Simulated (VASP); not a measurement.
Wanted: the native input for a VASP 6.6.1 run.

```
Task                   : single point
Functional             : PBE
Potentials or basis    : VASP PAW PBE potentials, release 64 (Ge_d, Sb, O)
Cutoff                 : 600 eV
k mesh                 : 6 × 6 × 2
Occupations            : gaussian, width 0.1 eV
Spin                   : no spin polarisation
Dipole correction      : no
Further INCAR settings : ALGO = Normal; EDIFF = 1e-06; NBANDS = 30
```

The structure of Ge2Sb2O lies in POSCAR:

```
Ge2Sb2O
1.0
    3.6728994600      0.0000000000      0.0000000000
   -1.8364497300      3.1808242400      0.0000000000
    0.0000000000      0.0000000000      9.3123244400
Ge Sb O
2 2 1
Direct
    0.3333333300      0.6666666700      0.0000000000
    0.6666666700      0.3333333300      0.0000000000
    0.0000000000      0.0000000000      0.7732694500
    0.0000000000      0.0000000000      0.2267305500
    0.0000000000      0.0000000000      0.0000000000
```

The cell was built from a structure type or drawn by symmetry, and may not be a known phase.

One way to write it, as run:

INCAR

```
PREC = Accurate ; ENCUT = 600
EDIFF = 1E-6 ; ISMEAR = 0
SIGMA = 0.1 ; LREAL = F
LASPH = T ; NELM = 120
ALGO = Normal ; ISIF = 2
LWAVE = F ; LCHARG = F
GGA = PE ; NBANDS = 30
GGA_COMPAT = F
```

KPOINTS

```
Automatic mesh
0
Gamma
  6 6 2
```

Potentials or basis: VASP PAW PBE potentials, release 64 (Ge_d, Sb, O).

Launch:

```console
$ cat potpaw_PBE.64/Ge_d/POTCAR potpaw_PBE.64/Sb/POTCAR potpaw_PBE.64/O/POTCAR > POTCAR
$ mpirun -np 1 vasp_std > vasp.out
```

Results of the run:

```
Pressure               : 43.5 GPa
Largest force          : 3.153 eV/Å
Band gap on the k mesh : zero (bands 22 and 23 overlap by 2.07 eV)
```

Caveat: the cell stands under pressure; spin-orbit coupling is left out, which moves the levels of the heavy elements; forces of over 1 eV/Å act on the atoms, so gaps and moduli don't describe the material at rest.

Wall time 38 s on 1 thread of AMD EPYC 9R45 96-Core Processor (Zen 5) (shared host), peak memory 0.25 GiB.
